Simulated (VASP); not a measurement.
# Pb (Fm-3m) in VASP: further runs

Pb is run at these levels: LDA; tasks: single point.

Everything below comes from runs of VASP 6.6.1. Logs are shortened: lines on timing, memory, paths and dates and some standing lists are left out, and cuts for length are marked.

## (1) The cell of the first run

The structure is cubic, space group Fm-3m (No. 225). The conventional cell has a = 4.875 Å, b = 4.875 Å, c = 4.875 Å, α = 90.00°, β = 90.00°, γ = 90.00°. Pb (site symmetry m-3m) has 12 Pb at 3.45 Å within 4.5 Å.

## (2) Single point, LDA

Contents of INCAR:

```
PREC = Accurate
ENCUT = 520
EDIFF = 1E-6
ISMEAR = 1
SIGMA = 0.01
LREAL = False
LASPH = True
NELM = 60
ALGO = Normal
ISIF = 2
LWAVE = False
LCHARG = True
GGA = CA
LELF = True
LVHAR = True
NBANDS = 13
```

Contents of KPOINTS:

```
Automatic mesh
0
Gamma
  11 11 11
```

Contents of POSCAR:

```
Pb
1.0
    0.0000000000      2.4375492138      2.4375492138
    2.4375492138      0.0000000000      2.4375492138
    2.4375492138      2.4375492138      0.0000000000
Pb
1
Direct
    0.0000000000      0.0000000000      0.0000000000
```

Potentials or basis: VASP PAW LDA potentials, release 64 (Pb_d).

The run is started by

```console
> cat potpaw_LDA.64/Pb_d/POTCAR > POTCAR
> mpirun -np 1 vasp_std > vasp.out
```

OUTCAR:

```text
PREC = Accurate
   ENCUT = 520
   EDIFF = 1E-6
   ISMEAR = 1
   LREAL = False
   LASPH = True
   NELM = 60
   ISIF = 2
   GGA = CA

 ion  position               nearest neighbor table
   1  0.000  0.000  0.000-

  LATTYP: Found a face centered cubic cell.
 ALAT       =     4.8750984276

  Lattice vectors:

 A1 = (   0.0000000000,   2.4375492138,   2.4375492138)
 A2 = (   2.4375492138,   0.0000000000,   2.4375492138)
 A3 = (   2.4375492138,   2.4375492138,   0.0000000000)

Analysis of symmetry for initial positions (statically):
=====================================================================
 Subroutine PRICEL returns:
 Original cell was already a primitive cell.

 Routine SETGRP: Setting up the symmetry group for a
 face centered cubic supercell.

 Subroutine GETGRP returns: Found 48 space group operations
 (whereof 48 operations were pure point group operations)
 out of a pool of 48 trial point group operations.

The static configuration has the point symmetry O_h .

Analysis of symmetry for dynamics (positions and initial velocities):
=====================================================================
 Subroutine PRICEL returns:
 Original cell was already a primitive cell.

 Routine SETGRP: Setting up the symmetry group for a
 face centered cubic supercell.

 Subroutine GETGRP returns: Found 48 space group operations
 (whereof 48 operations were pure point group operations)
 out of a pool of 48 trial point group operations.

The dynamic configuration has the point symmetry O_h .

 Subroutine INISYM returns: Found 48 space group operations
 (whereof 48 operations are pure point group operations),
 and found     1 'primitive' translations

----------------------------------------------------------------------------------------

                                     Primitive cell

  volume of cell :      28.9661

  direct lattice vectors                    reciprocal lattice vectors
     0.000000000  2.437549214  2.437549214    -0.205124064  0.205124064  0.205124064
     2.437549214  0.000000000  2.437549214     0.205124064 -0.205124064  0.205124064
     2.437549214  2.437549214  0.000000000     0.205124064  0.205124064 -0.205124064

  length of vectors
     3.447215157  3.447215157  3.447215157     0.355285300  0.355285300  0.355285300

  position of ions in fractional coordinates (direct lattice)
     0.000000000  0.000000000  0.000000000

  ion indices of the primitive-cell ions
   primitive index   ion index
                 1           1

----------------------------------------------------------------------------------------

 KPOINTS: Automatic mesh

Automatic generation of k-mesh.
 Grid dimensions read from file:
 generate k-points for:   11   11   11

 Generating k-lattice:

  Cartesian coordinates                     Fractional coordinates (reciprocal lattice)
    -0.018647642  0.018647642  0.018647642     0.090909091  0.000000000  0.000000000
     0.018647642 -0.018647642  0.018647642     0.000000000  0.090909091  0.000000000
     0.018647642  0.018647642 -0.018647642     0.000000000  0.000000000  0.090909091

  Length of vectors
     0.032298664  0.032298664  0.032298664

  Shift w.r.t. Gamma in fractional coordinates (k-lattice)
     0.000000000  0.000000000  0.000000000

 Subroutine IBZKPT returns following result:
 ===========================================

 Found     56 irreducible k-points:

 Following reciprocal coordinates:
            Coordinates               Weight
  0.000000  0.000000  0.000000      1.000000
  0.090909  0.000000  0.000000      8.000000
  0.181818  0.000000  0.000000      8.000000
  0.272727  0.000000  0.000000      8.000000
  0.363636  0.000000  0.000000      8.000000
  0.454545  0.000000  0.000000      8.000000
[... 16 lines left out ...]
 -0.272727  0.181818  0.000000     24.000000
 -0.181818  0.181818  0.000000     12.000000
 [... further k-points ...]
   k-points           NKPTS =     56   k-points in BZ     NKDIM =     56   number of bands    NBANDS=     13
   number of dos      NEDOS =    301   number of ions     NIONS =      1
   total plane-waves  NPLWV =  21952
   dimension x,y,z NGX =    28 NGY =   28 NGZ =   28
   dimension x,y,z NGXF=    56 NGYF=   56 NGZF=   56
   ions per type =               1
   NGX,Y,Z   is equivalent  to a cutoff of  13.50, 13.50, 13.50 a.u.
   NGXF,Y,Z  is equivalent  to a cutoff of  27.01, 27.01, 27.01 a.u.
 SYSTEM =  unknown system
   PREC   = accura    normal or accurate (medium, high low for compatibility)
   ISTART =      0    job   : 0-new  1-cont  2-samecut
   ICHARG =      2    charge: 1-file 2-atom 10-const
   ISPIN  =      1    spin polarized calculation?
   LNONCOLLINEAR =      F non collinear calculations
   LSORBIT =      F    spin-orbit coupling
   LASPH  =      T    aspherical Exc in radial PAW
   ENCUT  =  520.0 eV  38.22 Ry    6.18 a.u.   6.41  6.41  6.41*2*pi/ulx,y,z
   NELM   =     60;   NELMIN=  2; NELMDL= -5     # of ELM steps
   EDIFF  = 0.1E-05   stopping-criterion for ELM
   LREAL  =      F    real-space projection
   EDIFFG = 0.1E-04   stopping-criterion for IOM
   NSW    =      0    number of steps for IOM
   IBRION =     -1    ionic relax: 0-MD 1-quasi-New 2-CG
   NFREE  =      0    steps in history (QN), initial steepest desc. (CG)
   ISIF   =      2    stress and relaxation
   ISYM   =      2    0-nonsym 1-usesym 2-fastsym
   POTIM  = 0.5000    time-step for ionic-motion
   TEBEG  =    0.0;   TEEND  =   0.0 temperature during run
   PSTRESS=    0.0 pullay stress
   NELECT =      14.0000    total number of electrons
   NUPDOWN=      -1.0000    fix difference up-down
   EMIN   =  10.00;   EMAX   =-10.00  energy-range for DOS
   EFERMI =   0.00;   METHOD = LEGACY
   ISMEAR =     1;   SIGMA  =   0.01  broadening in eV -4-tet -1-fermi 0-gaus
   EFERMI_NEDOS =   21; number of points for ismear=-14 and -15
   IALGO  =     38    algorithm
   IMIX   =      4    mixing-type and parameters
     AMIX     =   0.40;   BMIX     =  1.00
     AMIX_MAG =   1.60;   BMIX_MAG =  1.00
  volume/ion in A,a.u.               =      28.97       195.47
  Fermi-wavevector in a.u.,A,eV,Ry     =   1.284756  2.427838 22.457762  1.650599
  Thomas-Fermi vector in A             =   2.416931
   LORBIT       =      0    0 simple, 1 ext, 2 COOP (PROOUT), +10 PAW based schemes
   GGA     = CA    functional components
   LHFCALC =     F    Hartree Fock is set to
   AEXX    =    0.0000 exact exchange contribution
   IVDW    =     0    specifies the selected vdW correction
   LEPSILON=     F    determine dielectric tensor
   LRPA    =     F    only Hartree local field effects (RPA)
 non-spin polarized calculation
 Methfessel and Paxton  Order N= 1 SIGMA  =   0.01
  energy-cutoff  :      520.00
  volume of cell :       28.97
 maximum number of plane-waves:       793
 NGX is ok and might be reduce to    28
   NGX = 13   NGY = 13   NGZ = 13

 number of electron      13.9999999 magnetization

 Free energy of the ion-electron system (eV)
  ---------------------------------------------------
  ext. energy  EPLUGINS =         0.00000000
  ---------------------------------------------------
  free energy    TOTEN  =        -4.25789114 eV

  energy without entropy =       -4.25784556  energy(sigma->0) =       -4.25787594

 E-fermi :   7.6822     XC(G=0): -10.6759

 val. band max:        7.6731367378   @ k =   0.2727   0.0000   0.0000
 cond. band min:       7.6827700181   @ k =   0.3636   0.2727   0.0000
 fundamental gap:      0.0096332804
 Fermi energy:         7.6822259212

 k-point     1 :       0.0000    0.0000    0.0000
  band No.  band energies     occupation
      1      -9.5133      2.00000
      2      -9.5133      2.00000
      3      -9.5133      2.00000
      4      -9.3494      2.00000
      5      -9.3494      2.00000
      6      -4.5507      2.00000
      7      15.2491      0.00000
      8      15.2491      0.00000
      9      15.2491      0.00000
     10      17.3855      0.00000
     11      19.5915      0.00000
     12      20.3942      0.00000
     13      20.3942      0.00000

 k-point     2 :       0.0909    0.0000    0.0000
  band No.  band energies     occupation
      1      -9.5141      2.00000
      2      -9.5000      2.00000
      3      -9.5000      2.00000
      4      -9.3502      2.00000
      5      -9.3502      2.00000
      6      -4.3840      2.00000
      7      13.4533      0.00000
      8      15.0471      0.00000
      9      15.0471      0.00000
     10      17.1311      0.00000
     11      20.2111      0.00000
     12      20.7523      0.00000
     13      20.7523      0.00000

 k-point     3 :       0.1818    0.0000    0.0000
  band No.  band energies     occupation
      1      -9.5187      2.00000
      2      -9.4761      2.00000
      3      -9.4761      2.00000
      4      -9.3396      2.00000
      5      -9.3396      2.00000
      6      -3.8821      2.00000
      7      10.5137      0.00000
      8      14.5711      0.00000
      9      14.5711      0.00000
     10      16.8842      0.00000
     11      20.2011      0.00000
     12      20.8791      0.00000
     13      20.8791      0.00000

 k-point     4 :       0.2727    0.0000    0.0000
  band No.  band energies     occupation
      1      -9.5295      2.00000
      2      -9.4739      2.00000
      3      -9.4739      2.00000
      4      -9.2955      2.00000
      5      -9.2955      2.00000
      6      -3.0522      2.00000
      7       7.6731      2.02582
      8      14.0340      0.00000
      9      14.0340      0.00000
     10      16.7457      0.00000
     11      19.0418      0.00000
     12      20.0050      0.00000
     13      20.0050      0.00000

 k-point     5 :       0.3636    0.0000    0.0000
  band No.  band energies     occupation
      1      -9.5438      2.00000
      2      -9.4879      2.00000
      3      -9.4879      2.00000
      4      -9.2378      2.00000
      5      -9.2378      2.00000
      6      -1.9514      2.00000
      7       5.1877      2.00000
      8      13.5898      0.00000
      9      13.5898      0.00000
     10      16.7388      0.00000
     11      18.1444      0.00000
     12      19.3997      0.00000
     13      19.3997      0.00000
[... 257 lines left out ...]
 k-point    22 :      -0.3636    0.1818    0.0000
  band No.  band energies     occupation
      1      -9.5301      2.00000
      2      -9.4696      2.00000
      3      -9.4192      2.00000
      4      -9.2608      2.00000
      5      -9.2473      2.00000
      6      -0.7035      2.00000
      7       4.5162      2.00000
      8       9.2937      0.00000
      9      12.7038      0.00000
     10      15.6940      0.00000
     11      19.9491      0.00000
     12      20.6515      0.00000
     13      23.5372      0.00000

 k-point    23 :      -0.2727    0.1818    0.0000
  band No.  band energies     occupation
      1      -9.5023      2.00000
      2      -9.4854      2.00000
      3      -9.4096      2.00000
      4      -9.3211      2.00000
      5      -9.2568      2.00000
      6      -1.7917      2.00000
      7       6.4251      2.00000
      8       9.3206      0.00000
      9      13.6541      0.00000
     10      16.4227      0.00000
     11      19.5878      0.00000
     12      20.4546      0.00000
     13      22.1537      0.00000

 k-point    24 :      -0.1818    0.1818    0.0000
  band No.  band energies     occupation
      1      -9.5086      2.00000
      2      -9.4754      2.00000
      3      -9.4027      2.00000
      4      -9.3845      2.00000
      5      -9.2706      2.00000
      6      -2.7816      2.00000
      7       8.4404      0.00000
      8      10.1086      0.00000
      9      14.6418      0.00000
     10      17.4438      0.00000
     11      18.9065      0.00000
     12      20.1847      0.00000
     13      21.0350      0.00000

 [... further k-points ...]

------------------------ aborting loop because EDIFF is reached ----------------------------------------

  FORCE on cell =-STRESS in cart. coord.  units (eV):
  Direction    XX          YY          ZZ          XY          YZ          ZX
  --------------------------------------------------------------------------------------
  -------------------------------------------------------------------------------------
  Total        0.0153870      0.0153870      0.0153870     -0.0000000      0.0000000     -0.0000000
  in kB        0.8510880      0.8510880      0.8510880     -0.0000000      0.0000000     -0.0000000
  external PRESSURE =       0.8510880 kB  Pullay stress =       0.0000000 kB

 VOLUME and BASIS-vectors are now :
 -----------------------------------------------------------------------------
  energy-cutoff  :      520.00
  volume of cell :       28.97
      direct lattice vectors                 reciprocal lattice vectors
     0.000000000  2.437549214  2.437549214    -0.205124064  0.205124064  0.205124064
     2.437549214  0.000000000  2.437549214     0.205124064 -0.205124064  0.205124064
     2.437549214  2.437549214  0.000000000     0.205124064  0.205124064 -0.205124064

 POSITION                                       TOTAL-FORCE (eV/Angst)
 -----------------------------------------------------------------------------------
      0.00000      0.00000      0.00000        -0.000000      0.000000     -0.000000
 -----------------------------------------------------------------------------------
    total drift:                               -0.000000     -0.000000     -0.000000

  FREE ENERGIE OF THE ION-ELECTRON SYSTEM (eV)
  ---------------------------------------------------
  free  energy   TOTEN  =        -4.2578911363 eV

  energy  without entropy=       -4.2578455620  energy(sigma->0) =       -4.25787594
```

Wall time 8.9 s (1 thread of Intel Xeon 6975P-C, shared host); peak memory 0.15 GiB.

What came out:

```
Free energy            : -4.2579 eV
Pressure               : 0.1 GPa
Band gap on the k mesh : zero (band 7 reaches 15.25 eV, above the bottom of band 8 at 6.00 eV)
```

Levels at points of the mesh, in eV from the Fermi level:
```
           k point  band 4  band 5  band 6  band 7  band 8  band 9  band 10  band 11
(0.00, 0.00, 0.00)  -17.03  -17.03  -12.23    7.57    7.57    7.57     9.70    11.91
```

Caveat: spin-orbit coupling is left out, which moves the levels of the heavy elements.

## (3) Single point, LDA

Contents of INCAR:

```
SYSTEM = Pb
ALGO = Normal
EDIFF = 1E-7
ENCUT = 520
GGA = CA
ISIF = 2
ISMEAR = 1
LASPH = .TRUE.
LCHARG = .FALSE.
LREAL = .FALSE.
LWAVE = .FALSE.
NBANDS = 13
NELM = 100
PREC = Accurate
SIGMA = 0.03
```

Contents of KPOINTS:

```
k-points
0
G
  11 11 11
  0 0 0
```

POSCAR is that of step 2.

Potentials or basis: VASP PAW LDA potentials, release 64 (Pb_d).

The run is started by

```console
> cat potpaw_LDA.64/Pb_d/POTCAR > POTCAR
> mpirun -np 1 vasp_std > vasp.out
```

Wall time 11 s (1 thread of Intel Xeon 6975P-C, shared host); peak memory 0.15 GiB.

The run converged. Its results:

```
Free energy            : -4.2580 eV
Pressure               : 0.1 GPa
Band gap on the k mesh : zero (band 7 reaches 15.25 eV, above the bottom of band 8 at 6.00 eV)
```

Levels at points of the mesh, in eV from the Fermi level:
```csv
k point,band 5,band 6,band 7,band 8,band 9,band 10
"(0.00, 0.00, 0.00)",-17.03,-12.23,7.57,7.57,7.57,9.70
```

Caveat: spin-orbit coupling is left out, which moves the levels of the heavy elements.

(Part 1 of 2 ends here.)
